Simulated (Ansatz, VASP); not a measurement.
Two plane-wave programs on MgO

Contents of POSCAR:

```
MgO
1.0
    3.3704226849      0.0000000000      0.0000000000
   -1.6852113425      2.9188716666      0.0000000000
    0.0000000000      0.0000000000      5.1602252909
Mg O
2 2
Direct
    0.3333333333      0.6666666667     -0.0089108249
    0.6666666667      0.3333333333      0.4910891751
    0.3333333333      0.6666666667      0.3839108249
    0.6666666667      0.3333333333      0.8839108249
```

File INCAR.step1:

```
SYSTEM = MgO
  PREC = Accurate
  ENCUT = 520
  EDIFF = 1E-5
  ISMEAR = 0
  SIGMA = 0.01
  LREAL = .False.
  LASPH = .True.
  NELM = 60
  ALGO = Normal
  ISIF = 2
  LWAVE = .True.
  LCHARG = .False.
  NBANDS = 16
  GGA = PE
```

The input INCAR.step2:

```
SYSTEM = MgO
  PREC = Accurate
  ENCUT = 520
  EDIFF = 1E-6
  ISMEAR = 0
  SIGMA = 0.01
  LREAL = .False.
  LASPH = .True.
  NELM = 60
  ALGO = Normal
  ISIF = 2
  LWAVE = .False.
  LCHARG = .False.
  GGA = PE
  LHFCALC = .True.
  HFSCREEN = 0.2079
  PRECFOCK = Normal
  NBANDS = 16
  ISTART = 1
```

The input KPOINTS:

```
regular mesh
0
Gamma
  6 6 4
  0 0 0
```

Input for Ansatz:

```yaml
crystal:
  lattice:
    - [3.3704226849, 0.0, 0.0]
    - [-1.6852113425, 2.9188716666, 0.0]
    - [0.0, 0.0, 5.1602252909]
  atoms:
    - { symbol: Mg, position: [0.3333333333, 0.6666666667, -0.0089108249] }
    - { symbol: Mg, position: [0.6666666667, 0.3333333333, 0.4910891751] }
    - { symbol: O, position: [0.3333333333, 0.6666666667, 0.3839108249] }
    - { symbol: O, position: [0.6666666667, 0.3333333333, 0.8839108249] }
kpoints:
  mp_grid: { grid: [6, 6, 4] }
  band_path:
    path:
      - [0.0, 0.0, 0.0]
      - [0.5, 0.0, 0.0]
      - [0.3333333333, 0.3333333333, 0.0]
      - [0.0, 0.0, 0.5]
      - [0.5, 0.0, 0.5]
      - [0.3333333333, 0.3333333333, 0.5]
    npoints: 1
hamiltonian:
  xc: hse06
scf:
  occupations: { method: fixed }
  n_extra_bands: 5
output:
  forces: true
  stress: true
  eigenvalues: true
```

Change from the starting cell: hydrostatic strain +2.5%.

Alike in both runs: task single point; functional HSE06; k mesh 6 × 6 × 4; no spin polarisation.

```csv
,VASP,Ansatz
version,VASP 6.6.1,Ansatz 0.2.0
potentials or method,"VASP PAW PBE potentials, release 64 (Mg, O)","plane waves, PAW"
plane-wave cutoff (eV),520,420
occupations,"gaussian, width 0.01 eV",fixed
valence electrons in the cell,16,32
```

VASP gave:

```
gap on the k mesh at the Fermi level (eV)                     : 4.70
pressure (GPa)                                                : -8.3
traceless stress, the component that is largest in VASP (GPa) : 1.24
rms of the force components (eV/Å)                            : 0.003
```

Question: What did Ansatz give for the same quantities?

Answer: gap on the k mesh at the Fermi level (eV): 4.73; pressure (GPa): -8.1; traceless stress, the component that is largest in VASP (GPa): 1.21; rms of the force components (eV/Å): 0.003.

Atom by atom the forces differ by 0.000 eV/Å (rms over components). VASP's potentials hold 16 valence electrons a cell and Ansatz's 32, so a difference there can come from the potentials and not from the codes. Ansatz's warnings: stress exchange threshold loose, stress scf threshold loose.
